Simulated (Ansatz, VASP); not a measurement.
## Li: VASP beside Ansatz

File INCAR:

```
PREC = Accurate
ENCUT = 750
EDIFF = 1E-7
ISMEAR = 0
SIGMA = 0.1
LREAL = False
LASPH = True
NELM = 120
ALGO = Normal
ISIF = 3
LWAVE = False
LCHARG = False
GGA = PE
IBRION = 2
NSW = 80
EDIFFG = -0.05
GGA_COMPAT = False
NELMIN = 4
```

KPOINTS

```
regular mesh
0
Gamma
  8 8 8
```

File POSCAR:

```
Li
1.0
    0.0000000000      1.9061199242      1.9061199242
    1.9061199242      0.0000000000      1.9061199242
    1.9061199242      1.9061199242      0.0000000000
Li
1
Direct
    0.0000000000      0.0000000000      0.0000000000
```

Input for Ansatz:

```yaml
crystal:
  lattice:
    - [0.0, 1.9061199242, 1.9061199242]
    - [1.9061199242, 0.0, 1.9061199242]
    - [1.9061199242, 1.9061199242, 0.0]
  atoms:
    - { symbol: Li, position: [0.0, 0.0, 0.0] }
basis:
  ecutwfc: 420
kpoints:
  mp_grid: { grid: [8, 8, 8] }
hamiltonian:
  xc: pbe
scf:
  occupations: { method: gaussian, width: 0.1 }
output:
  forces: true
  stress: true
  eigenvalues: true
relax:
  adjacent_minimum: "off"
  f_tol: 0.05
  max_steps: 60
  cell: { stress_tol: 0.5 }
```

Alike in both runs: task relaxation of cell and atoms; functional PBE; k mesh 8 × 8 × 8; occupations gaussian, width 0.1 eV; no spin polarisation.

```csv
,VASP,Ansatz
version,VASP 6.6.1,Ansatz 0.2.0
potentials or method,"VASP PAW PBE potentials, release 64 (Li_sv), cutoff 750 eV","scalar-relativistic, plane waves, PAW"
valence electrons in the cell,3,3
```

|  | VASP | Ansatz | Ansatz less VASP |
| --- | --- | --- | --- |
| gap on the k mesh at the Fermi level, each at its own relaxed structure (eV) | none | none | - |
| relaxed volume (Å³/atom) | 19.88 | 19.79 | -0.089 |
| relaxed cell length with the largest relative difference (Å) | 3.041 | 3.036 | -0.0045 |

A gap of «none» marks a metal or a gap that the smearing closes.

Noted on VASP's run: the volume moved by over 15 % at a fixed basis, so the end points are rough.
